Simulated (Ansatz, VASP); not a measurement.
GaB3As4: VASP beside Ansatz

Contents of INCAR:

```
PREC     = Accurate       # precision mode
ENCUT    = 560            # plane-wave cutoff, eV
EDIFF    = 1E-6           # SCF threshold, eV
ISMEAR   = -1             # smearing method
SIGMA    = 0.02           # smearing width, eV
LREAL    = F              # projectors in reciprocal space
LASPH    = T              # aspherical terms in the spheres
NELM     = 120            # most SCF steps
ALGO     = Normal         # electronic algorithm
ISIF     = 2              # what is computed and relaxed
LWAVE    = F              # write WAVECAR
LCHARG   = F              # write CHGCAR
GGA      = PE             # functional
NBANDS   = 51             # bands
GGA_COMPAT= F
```

KPOINTS

```
Automatic mesh
0
Gamma
  8 4 6
```

File POSCAR:

```
GaB3As4
1.0
    3.5162466245      0.0000000000      0.0000000000
    0.0000000000      7.1004010745      0.0000000000
    0.0000000000      0.0000000000      5.0310342017
B As Ga
3 4 1
Direct
    0.0000000000      0.7656178858     -0.0001867427
    0.5000000000      0.0000000000      0.4939477021
    0.0000000000      0.2343821142     -0.0001867427
    0.5000000000      0.7754045651      0.2334150090
    0.0000000000      0.0000000000      0.7333964001
    0.5000000000      0.2245954349      0.2334150090
    0.0000000000      0.5000000000      0.8063497982
    0.5000000000      0.5000000000      0.4998495669
```

Input for Ansatz:

```yaml
crystal:
  lattice:
    - [3.5162466245, 0.0, 0.0]
    - [0.0, 7.1004010745, 0.0]
    - [0.0, 0.0, 5.0310342017]
  atoms:
    - { symbol: B, position: [0.0, 0.7656178858, -0.0001867427] }
    - { symbol: As, position: [0.5, 0.7754045651, 0.233415009] }
    - { symbol: B, position: [0.5, 0.0, 0.4939477021] }
    - { symbol: As, position: [0.0, 0.0, 0.7333964001] }
    - { symbol: B, position: [0.0, 0.2343821142, -0.0001867427] }
    - { symbol: As, position: [0.5, 0.2245954349, 0.233415009] }
    - { symbol: Ga, position: [0.5, 0.5, 0.4998495669] }
    - { symbol: As, position: [0.0, 0.5, 0.8063497982] }
kpoints:
  mp_grid: { grid: [8, 4, 6] }
  band_path:
    path:
      - [[0.0, 0.0, 0.0], [0.5, 0.0, 0.0], [0.5, 0.5, 0.0], [0.0, 0.5, 0.0], [0.0, 0.0, 0.0], [0.0, 0.0, 0.5], [0.5, 0.0, 0.5], [0.5, 0.5, 0.5], [0.0, 0.5, 0.5], [0.0, 0.0, 0.5]]
      - [[0.5, 0.0, 0.0], [0.5, 0.0, 0.5]]
      - [[0.0, 0.5, 0.0], [0.0, 0.5, 0.5]]
      - [[0.5, 0.5, 0.0], [0.5, 0.5, 0.5]]
    npoints: 10
hamiltonian:
  xc: pbe
scf:
  occupations: { method: fermi_dirac, width: 0.02 }
  n_extra_bands: 6
output:
  forces: true
  stress: true
  eigenvalues: true
  write_density: true
  write_potential: true
  elf: true
  volumetric_format: npy
```

Alike in both runs: task single point; functional PBE; k mesh 8 × 4 × 6; occupations fermi-dirac, width 0.02 eV; no spin polarisation.

|  | VASP | Ansatz |
| --- | --- | --- |
| version | VASP 6.6.1 | Ansatz 0.2.0 |
| potentials or method | VASP PAW PBE potentials, release 64 (B, As_d, Ga_d) | plane waves, PAW |
| plane-wave cutoff (eV) | 560 | 420 |
| valence electrons in the cell | 82 | 82 |

|  | VASP | Ansatz | Ansatz less VASP |
| --- | --- | --- | --- |
| pressure (GPa) | 2.3 | 2.3 | +0.07 |
| rms of the force components (eV/Å) | 0.076 | 0.074 | -0.0021 |
